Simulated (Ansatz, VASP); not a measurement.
## Ta2N in VASP and in Ansatz

INCAR

```
  ALGO = Normal
  EDIFF = 1E-6
  EDIFFG = -0.04
  ENCUT = 600
  GGA = PE
  IBRION = 2
  ISIF = 3
  ISMEAR = 0
  LASPH = T
  LCHARG = F
  LREAL = F
  LWAVE = F
  NELM = 60
  NSW = 90
  PREC = Accurate
  SIGMA = 0.1
```

File KPOINTS:

```
k-points
0
Gamma
  4 4 6
```

File POSCAR:

```
Ta2N
1.0
    4.3494416626      0.0000000000      0.0000000000
    0.0000000000      5.3084599836      0.0000000000
    0.0000000000      0.0000000000      3.3138975940
Ta N
4 2
Direct
    0.2004000000      0.3787000000      0.0000000000
    0.7996000000      0.6213000000      0.0000000000
    0.7004000000      0.1213000000      0.5000000000
    0.2996000000      0.8787000000      0.5000000000
    0.0000000000      0.0000000000      0.0000000000
    0.5000000000      0.5000000000      0.5000000000
```

Input for Ansatz:

```yaml
crystal:
  lattice:
    - [4.3494416626, 0.0, 0.0]
    - [0.0, 5.3084599836, 0.0]
    - [0.0, 0.0, 3.313897594]
  atoms:
    - { symbol: Ta, position: [0.2004, 0.3787, 0.0] }
    - { symbol: Ta, position: [0.7996, 0.6213, 0.0] }
    - { symbol: Ta, position: [0.7004, 0.1213, 0.5] }
    - { symbol: Ta, position: [0.2996, 0.8787, 0.5] }
    - { symbol: "N", position: [0.0, 0.0, 0.0] }
    - { symbol: "N", position: [0.5, 0.5, 0.5] }
basis:
  ecutwfc: 420
kpoints:
  mp_grid: { grid: [4, 4, 6] }
hamiltonian:
  xc: pbe
scf:
  occupations: { method: gaussian, width: 0.1 }
  lower_state_search: "off"
output:
  forces: true
  stress: true
  eigenvalues: true
relax:
  adjacent_minimum: "off"
  f_tol: 0.04
  max_steps: 70
  cell: { stress_tol: 0.4 }
```

Alike in both runs: task relaxation of cell and atoms; functional PBE; k mesh 4 × 4 × 6; occupations gaussian, width 0.1 eV; no spin polarisation.

|  | VASP | Ansatz |
| --- | --- | --- |
| version | VASP 6.6.1 | Ansatz 0.2.0 |
| potentials or method | VASP PAW PBE potentials, release 64 (Ta_pv, N), cutoff 600 eV | scalar-relativistic, plane waves, PAW |
| valence electrons in the cell | 54 | 62 |

Ansatz gave:

- gap on the k mesh at the Fermi level, each at its own relaxed structure (eV): none
- relaxed volume (Å³/atom): 13.45
- relaxed cell length with the largest relative difference (Å): 4.972

Question: Estimate VASP's values.

Answer: gap on the k mesh at the Fermi level, each at its own relaxed structure (eV): none; relaxed volume (Å³/atom): 13.46; relaxed cell length with the largest relative difference (Å): 4.980.

A gap of «none» marks a metal or a gap that the smearing closes. VASP's potentials hold 54 valence electrons a cell and Ansatz's 62, so a difference there can come from the potentials and not from the codes.

The k mesh is coarse, so the values compare programs but aren't converged. Spin-orbit coupling is off throughout.
